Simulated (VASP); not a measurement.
# Hf (P6_3/mmc) in VASP: further runs

Hf is run at these levels: LDA; tasks: single point, relaxation of cell and atoms.

All numbers are computed with VASP 6.6.1; they aren't measurements. Logs are shortened: lines on timing, memory, paths and dates and some standing lists are left out, and cuts for length are marked.

### 1 The cell of the first run

Symmetry: P6_3/mmc, No. 194, hexagonal system. Conventional cell: a = 3.116 Å, b = 3.116 Å, c = 4.960 Å, α = 90.00°, β = 90.00°, γ = 120.00°. Within 4.0 Å of Hf (site symmetry -6m2) lie 12 Hf at 3.06 to 3.12 Å.

### 2 Single point, LDA

The input, INCAR:

```
ALGO = Normal
EDIFF = 1E-6
ENCUT = 520
GGA = CA
ISIF = 2
ISMEAR = -1
LASPH = True
LCHARG = True
LELF = True
LREAL = False
LVHAR = True
LWAVE = False
NBANDS = 17
NELM = 80
PREC = Accurate
SIGMA = 0.15
```

The input, KPOINTS:

```
k-points
0
Gamma
  12 12 8
```

The input, POSCAR:

```
Hf
1.0
    3.1155931752      0.0000000028      0.0000000000
   -1.5577965901      2.6981828362      0.0000000000
    0.0000000000      0.0000000000      4.9602855356
Hf
2
Direct
    0.3333333333      0.6666666667      0.2500000000
    0.6666666667      0.3333333333      0.7500000000
```

Potentials or basis: VASP PAW LDA potentials, release 64 (Hf_pv).

The run is started by

```
$ cat potpaw_LDA.64/Hf_pv/POTCAR > POTCAR
$ mpirun -np 1 vasp_std > vasp.out
```

OUTCAR:

```text
EDIFF = 1E-6
   ENCUT = 520
   GGA = CA
   ISIF = 2
   ISMEAR = -1
   LASPH = True
   LREAL = False
   NELM = 80
   PREC = Accurate

 ion  position               nearest neighbor table
   1  0.333  0.667  0.250-   2 3.06   2 3.06   2 3.06   2 3.06   2 3.06   2 3.06
   2  0.667  0.333  0.750-   1 3.06   1 3.06   1 3.06   1 3.06   1 3.06   1 3.06

  LATTYP: Found a hexagonal cell.
 ALAT       =     3.1155931752
 C/A-ratio  =     1.5920838366

  Lattice vectors:

 A1 = (   3.1155931752,   0.0000000028,   0.0000000000)
 A2 = (  -1.5577965901,   2.6981828362,   0.0000000000)
 A3 = (   0.0000000000,   0.0000000000,   4.9602855356)

Analysis of symmetry for initial positions (statically):
=====================================================================
 Subroutine PRICEL returns:
 Original cell was already a primitive cell.

 Routine SETGRP: Setting up the symmetry group for a
 hexagonal supercell.

 Subroutine GETGRP returns: Found 24 space group operations
 (whereof 12 operations were pure point group operations)
 out of a pool of 24 trial point group operations.

The static configuration has the point symmetry D_3d.
 The point group associated with its full space group is D_6h.

Analysis of symmetry for dynamics (positions and initial velocities):
=====================================================================
 Subroutine PRICEL returns:
 Original cell was already a primitive cell.

 Routine SETGRP: Setting up the symmetry group for a
 hexagonal supercell.

 Subroutine GETGRP returns: Found 24 space group operations
 (whereof 12 operations were pure point group operations)
 out of a pool of 24 trial point group operations.

The dynamic configuration has the point symmetry D_3d.
 The point group associated with its full space group is D_6h.

 Subroutine INISYM returns: Found 24 space group operations
 (whereof 12 operations are pure point group operations),
 and found     1 'primitive' translations

----------------------------------------------------------------------------------------

                                     Primitive cell

  volume of cell :      41.6983

  direct lattice vectors                    reciprocal lattice vectors
     3.115593175  0.000000003  0.000000000     0.320966167  0.185309903  0.000000000
    -1.557796590  2.698182836  0.000000000    -0.000000000  0.370619806  0.000000000
     0.000000000  0.000000000  4.960285536     0.000000000  0.000000000  0.201601298

  length of vectors
     3.115593175  3.115593175  4.960285536     0.370619806  0.370619806  0.201601298

  position of ions in fractional coordinates (direct lattice)
     0.333333333  0.666666667  0.250000000
     0.666666667  0.333333333  0.750000000

  ion indices of the primitive-cell ions
   primitive index   ion index
                 1           1
                 2           2

----------------------------------------------------------------------------------------

 KPOINTS: k-points

Automatic generation of k-mesh.
 Grid dimensions read from file:
 generate k-points for:   12   12    8

 Generating k-lattice:

  Cartesian coordinates                     Fractional coordinates (reciprocal lattice)
     0.026747181  0.015442492  0.000000000     0.083333333  0.000000000  0.000000000
    -0.000000000  0.030884984  0.000000000     0.000000000  0.083333333  0.000000000
     0.000000000  0.000000000  0.025200162     0.000000000  0.000000000  0.125000000

  Length of vectors
     0.030884984  0.030884984  0.025200162

  Shift w.r.t. Gamma in fractional coordinates (k-lattice)
     0.000000000  0.000000000  0.000000000

 Subroutine IBZKPT returns following result:
 ===========================================

 Found     95 irreducible k-points:

 Following reciprocal coordinates:
            Coordinates               Weight
  0.000000  0.000000  0.000000      1.000000
  0.083333 -0.000000  0.000000      6.000000
  0.166667 -0.000000  0.000000      6.000000
  0.250000  0.000000  0.000000      6.000000
  0.333333 -0.000000  0.000000      6.000000
  0.416667 -0.000000  0.000000      6.000000
[... 16 lines left out ...]
  0.250000  0.000000  0.125000     12.000000
  0.333333 -0.000000  0.125000     12.000000
 [... further k-points ...]
   k-points           NKPTS =     95   k-points in BZ     NKDIM =     95   number of bands    NBANDS=     17
   number of dos      NEDOS =    301   number of ions     NIONS =      2
   total plane-waves  NPLWV =  23040
   dimension x,y,z NGX =    24 NGY =   24 NGZ =   40
   dimension x,y,z NGXF=    48 NGYF=   48 NGZF=   80
   ions per type =               2
   NGX,Y,Z   is equivalent  to a cutoff of  12.81, 12.81, 13.41 a.u.
   NGXF,Y,Z  is equivalent  to a cutoff of  25.61, 25.61, 26.81 a.u.
 SYSTEM =  unknown system
   PREC   = accura    normal or accurate (medium, high low for compatibility)
   ISTART =      0    job   : 0-new  1-cont  2-samecut
   ICHARG =      2    charge: 1-file 2-atom 10-const
   ISPIN  =      1    spin polarized calculation?
   LNONCOLLINEAR =      F non collinear calculations
   LSORBIT =      F    spin-orbit coupling
   LASPH  =      T    aspherical Exc in radial PAW
   ENCUT  =  520.0 eV  38.22 Ry    6.18 a.u.   5.79  5.79  9.22*2*pi/ulx,y,z
   NELM   =     80;   NELMIN=  2; NELMDL= -5     # of ELM steps
   EDIFF  = 0.1E-05   stopping-criterion for ELM
   LREAL  =      F    real-space projection
   EDIFFG = 0.1E-04   stopping-criterion for IOM
   NSW    =      0    number of steps for IOM
   IBRION =     -1    ionic relax: 0-MD 1-quasi-New 2-CG
   NFREE  =      0    steps in history (QN), initial steepest desc. (CG)
   ISIF   =      2    stress and relaxation
   ISYM   =      2    0-nonsym 1-usesym 2-fastsym
   POTIM  = 0.5000    time-step for ionic-motion
   TEBEG  =    0.0;   TEEND  =   0.0 temperature during run
   PSTRESS=    0.0 pullay stress
   NELECT =      20.0000    total number of electrons
   NUPDOWN=      -1.0000    fix difference up-down
   EMIN   =  10.00;   EMAX   =-10.00  energy-range for DOS
   EFERMI =   0.00;   METHOD = LEGACY
   ISMEAR =    -1;   SIGMA  =   0.15  broadening in eV -4-tet -1-fermi 0-gaus
   EFERMI_NEDOS =   21; number of points for ismear=-14 and -15
   IALGO  =     38    algorithm
   IMIX   =      4    mixing-type and parameters
     AMIX     =   0.40;   BMIX     =  1.00
     AMIX_MAG =   1.60;   BMIX_MAG =  1.00
  volume/ion in A,a.u.               =      20.85       140.70
  Fermi-wavevector in a.u.,A,eV,Ry     =   1.281480  2.421646 22.343372  1.642191
  Thomas-Fermi vector in A             =   2.413848
   LORBIT       =      0    0 simple, 1 ext, 2 COOP (PROOUT), +10 PAW based schemes
   GGA     = CA    functional components
   LHFCALC =     F    Hartree Fock is set to
   AEXX    =    0.0000 exact exchange contribution
   IVDW    =     0    specifies the selected vdW correction
   LEPSILON=     F    determine dielectric tensor
   LRPA    =     F    only Hartree local field effects (RPA)
 non-spin polarized calculation
  energy-cutoff  :      520.00
  volume of cell :       41.70
 maximum number of plane-waves:      1140
 NGX is ok and might be reduce to    24
   NGX = 11   NGY = 11   NGZ = 19

 number of electron      19.9999997 magnetization

 Free energy of the ion-electron system (eV)
  ---------------------------------------------------
  ext. energy  EPLUGINS =         0.00000000
  ---------------------------------------------------
  free energy    TOTEN  =       -21.45313175 eV

  energy without entropy =      -21.31763538  energy(sigma->0) =      -21.38538357

 E-fermi :   5.2468     XC(G=0): -11.7950

 val. band max:        5.2396939514   @ k =   0.3333   0.1667   0.3750
 cond. band min:       5.2709296556   @ k =   0.1667  -0.0000   0.3750
 fundamental gap:      0.0312357042
 Fermi energy:         5.2468046208

 k-point     1 :       0.0000    0.0000    0.0000
  band No.  band energies     occupation
      1     -25.5904      2.00000
      2     -24.6476      2.00000
      3     -24.6476      2.00000
      4     -24.4900      2.00000
      5     -24.4900      2.00000
      6     -24.4860      2.00000
[... 9 lines left out ...]
     16       8.0469      0.00000
     17      10.9479      0.00000

 k-point     2 :       0.0833   -0.0000    0.0000
  band No.  band energies     occupation
      1     -25.5673      2.00000
      2     -24.6988      2.00000
      3     -24.6644      2.00000
      4     -24.5441      2.00000
      5     -24.4969      2.00000
      6     -24.4962      2.00000
[... 9 lines left out ...]
     16       7.8301      0.00000
     17      11.1255      0.00000

 k-point     3 :       0.1667   -0.0000    0.0000
  band No.  band energies     occupation
      1     -25.5012      2.00000
      2     -24.8386      2.00000
      3     -24.7089      2.00000
      4     -24.6871      2.00000
      5     -24.5271      2.00000
      6     -24.5168      2.00000
[... 9 lines left out ...]
     16       8.1204      0.00000
     17      11.4889      0.00000

 k-point     4 :       0.2500    0.0000    0.0000
  band No.  band energies     occupation
      1     -25.4013      2.00000
      2     -25.0288      2.00000
      3     -24.8727      2.00000
      4     -24.7668      2.00000
      5     -24.5786      2.00000
      6     -24.5461      2.00000
[... 9 lines left out ...]
     16       9.0690      0.00000
     17      11.8200      0.00000

 k-point     5 :       0.3333   -0.0000    0.0000
  band No.  band energies     occupation
      1     -25.2829      2.00000
      2     -25.2174      2.00000
      3     -25.0486      2.00000
      4     -24.8224      2.00000
      5     -24.6483      2.00000
      6     -24.5770      2.00000
[... 9 lines left out ...]
     16      10.2423      0.00000
     17      12.0381      0.00000

 k-point     6 :       0.4167   -0.0000    0.0000
  band No.  band energies     occupation
      1     -25.3538      2.00000
      2     -25.1724      2.00000
      3     -25.1719      2.00000
      4     -24.8620      2.00000
      5     -24.7235      2.00000
      6     -24.6002      2.00000
[... 9 lines left out ...]
     16      11.4287      0.00000
     17      12.1496      0.00000

 k-point     7 :       0.5000    0.0000    0.0000
  band No.  band energies     occupation
      1     -25.4033      2.00000
      2     -25.2167      2.00000
      3     -25.1193      2.00000
      4     -24.8763      2.00000
      5     -24.7629      2.00000
      6     -24.6087      2.00000
[... 9 lines left out ...]
     16      12.1824      0.00000
     17      12.8131      0.00000

 k-point     8 :       0.0833    0.0833    0.0000
  band No.  band energies     occupation
      1     -25.5227      2.00000
      2     -24.7839      2.00000
      3     -24.7198      2.00000
      4     -24.6210      2.00000
      5     -24.5175      2.00000
      6     -24.5168      2.00000
[... 9 lines left out ...]
     16       7.9814      0.00000
     17      11.3286      0.00000
[... 203 lines left out ...]
      1     -25.2607      2.00000
      2     -25.0929      2.00000
      3     -25.0929      2.00000
      4     -24.9286      2.00000
      5     -24.9286      2.00000
      6     -24.9094      2.00000
[... 9 lines left out ...]
     16      11.3470      0.00000
     17      11.5258      0.00000

 k-point    20 :       0.0000    0.0000    0.1250
  band No.  band energies     occupation
      1     -25.5516      2.00000
      2     -24.6417      2.00000
      3     -24.6417      2.00000
      4     -24.5319      2.00000
      5     -24.4961      2.00000
      6     -24.4961      2.00000
[... 9 lines left out ...]
     16       8.2966      0.00000
     17      11.0137      0.00000

 k-point    21 :       0.0833   -0.0000    0.1250
  band No.  band energies     occupation
      1     -25.5308      2.00000
      2     -24.6918      2.00000
      3     -24.6581      2.00000
      4     -24.5802      2.00000
      5     -24.5100      2.00000
      6     -24.5033      2.00000
[... 9 lines left out ...]
     16       8.1386      0.00000
     17      11.1652      0.00000

 k-point    22 :       0.1667   -0.0000    0.1250
  band No.  band energies     occupation
      1     -25.4723      2.00000
      2     -24.8281      2.00000
      3     -24.7191      2.00000
      4     -24.7017      2.00000
      5     -24.5389      2.00000
      6     -24.5242      2.00000
[... 9 lines left out ...]
     16       8.1465      0.00000
     17      11.4687      0.00000

 k-point    23 :       0.2500    0.0000    0.1250
  band No.  band energies     occupation
      1     -25.3903      2.00000
      2     -25.0081      2.00000
      3     -24.9004      2.00000
      4     -24.7586      2.00000
      5     -24.5842      2.00000
      6     -24.5547      2.00000
[... 9 lines left out ...]
     16       8.9947      0.00000
     17      11.7338      0.00000

 k-point    24 :       0.3333   -0.0000    0.1250
  band No.  band energies     occupation
      1     -25.3365      2.00000
      2     -25.1494      2.00000
      3     -25.0653      2.00000
      4     -24.8133      2.00000
      5     -24.6452      2.00000
      6     -24.5865      2.00000
[... 9 lines left out ...]
     16      10.1025      0.00000
     17      11.9113      0.00000

 [... further k-points ...]
[... 5 lines left out ...]
  --------------------------------------------------------------------------------------
  -------------------------------------------------------------------------------------
  Total        0.0279020      0.0279020      0.0183791     -0.0000000     -0.0000000      0.0000000
  in kB        1.0720803      1.0720803      0.7061823     -0.0000000     -0.0000000      0.0000000
  external PRESSURE =       0.9501143 kB  Pullay stress =       0.0000000 kB

 VOLUME and BASIS-vectors are now :
 -----------------------------------------------------------------------------
  energy-cutoff  :      520.00
  volume of cell :       41.70
      direct lattice vectors                 reciprocal lattice vectors
     3.115593175  0.000000003  0.000000000     0.320966167  0.185309903  0.000000000
    -1.557796590  2.698182836  0.000000000    -0.000000000  0.370619806  0.000000000
     0.000000000  0.000000000  4.960285536     0.000000000  0.000000000  0.201601298

 POSITION                                       TOTAL-FORCE (eV/Angst)
 -----------------------------------------------------------------------------------
     -0.00000      1.79879      1.24007        -0.000000      0.000000      0.000000
      1.55780      0.89939      3.72021         0.000000     -0.000000      0.000000
 -----------------------------------------------------------------------------------
    total drift:                               -0.000000      0.000000     -0.000000

  FREE ENERGIE OF THE ION-ELECTRON SYSTEM (eV)
  ---------------------------------------------------
  free  energy   TOTEN  =       -21.4531317472 eV

  energy  without entropy=      -21.3176353847  energy(sigma->0) =      -21.38538357
```

Run time: 19 s. Hardware: 1 thread of Intel Xeon 6975P-C (Granite Rapids), shared host; peak memory 0.17 GiB.

What came out:

| Item | Value |
| --- | --- |
| Free energy | -21.4531 eV |
| Pressure | 0.1 GPa |
| Band gap on the k mesh | zero (band 10 reaches 6.43 eV, above the bottom of band 11 at 5.03 eV) |

Caveat: spin-orbit coupling is left out, which moves the levels of the heavy elements.

[end of part 1 of 2]
